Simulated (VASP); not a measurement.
# GaN: relaxation of cell and atoms with BLYP+D3(BJ)

Crystal: GaN.

```xyz
2
Lattice="0.0000 2.2535 2.2535 2.2535 0.0000 2.2535 2.2535 2.2535 0.0000" Properties=species:S:1:pos:R:3 pbc="T T T"
Ga    0.0000    0.0000    0.0000
N     1.1268    1.1268    1.1268
```

```
Program                : VASP 6.6.1
Task                   : relaxation of cell and atoms
Functional             : BLYP
Dispersion             : D3(BJ)
Potentials or basis    : VASP PAW PBE potentials, release 64 (Ga_d, N)
Cutoff                 : 600 eV
k mesh                 : 10 × 10 × 10
Occupations            : fermi-dirac, width 0.05 eV
Spin                   : no spin polarisation
Dipole correction      : no
Further INCAR settings : ALGO = Normal; EDIFF = 1e-06; IBRION = 2; EDIFFG = -0.01; NSW = 80; ISIF = 3
```

```
Relaxed volume                         : 11.67 Å³/atom
Relaxed cell                           : a = 3.208 Å, b = 3.208 Å, c = 3.208 Å, α = 60.00°, β = 60.00°, γ = 60.00°
Space group after relaxing (to 0.05 Å) : F-43m (No. 216)
Energy gained by relaxing              : 2.6 meV/atom
Ionic steps                            : 6
Pressure after relaxing                : 0.1 GPa
Band gap on the k mesh                 : 1.68 eV, direct
Dispersion energy per atom             : -0.549 eV
```

Step by step:
```csv
step,energy change (eV),largest force (eV/Å),pressure (GPa),volume (Å³)
1,0.0000,0.0000,3.61,22.89
2,-0.0015,0.0000,-2.91,23.75
3,-0.0052,0.0000,0.19,23.35
4,-0.0051,0.0000,-0.23,23.38
5,-0.0052,0.0000,-0.14,23.37
6,-0.0052,0.0000,0.12,23.33
```

Final structure:
```cif
data_structure
_symmetry_space_group_name_H-M 'P 1'
_symmetry_Int_Tables_number 1
_cell_length_a 3.2075
_cell_length_b 3.2075
_cell_length_c 3.2075
_cell_angle_alpha 60.000
_cell_angle_beta 60.000
_cell_angle_gamma 60.000
_cell_volume 23.33
loop_
_atom_site_label
_atom_site_type_symbol
_atom_site_fract_x
_atom_site_fract_y
_atom_site_fract_z
_atom_site_occupancy
Ga1 Ga 0.00000 0.00000 0.00000 1
N1 N 0.25000 0.25000 0.25000 1
```

Levels at points of the mesh, in eV from the valence-band top:
| k point | band 7 | band 8 | band 9 | band 10 | band 11 | band 12 |
| --- | --- | --- | --- | --- | --- | --- |
| (0.00, 0.00, 0.00) | 0.00 | 0.00 | 0.00 | 1.68 | 10.18 | 10.18 |
| (0.50, 0.00, 0.00) | -6.83 | -0.94 | -0.94 | 4.53 | 8.76 | 10.32 |
| (0.50, 0.50, 0.00) | -6.02 | -2.60 | -2.60 | 3.59 | 6.56 | 11.72 |

It took 69 s on 1 thread of Intel(R) Xeon(R) Platinum 8488C (Sapphire Rapids), with other jobs on the host, peak memory 0.15 GiB.

Caveat: the PAW data sets were made with another functional, which shifts forces and pressure a little. Expect the measured gap to be larger: semilocal functionals such as BLYP lack the derivative discontinuity.
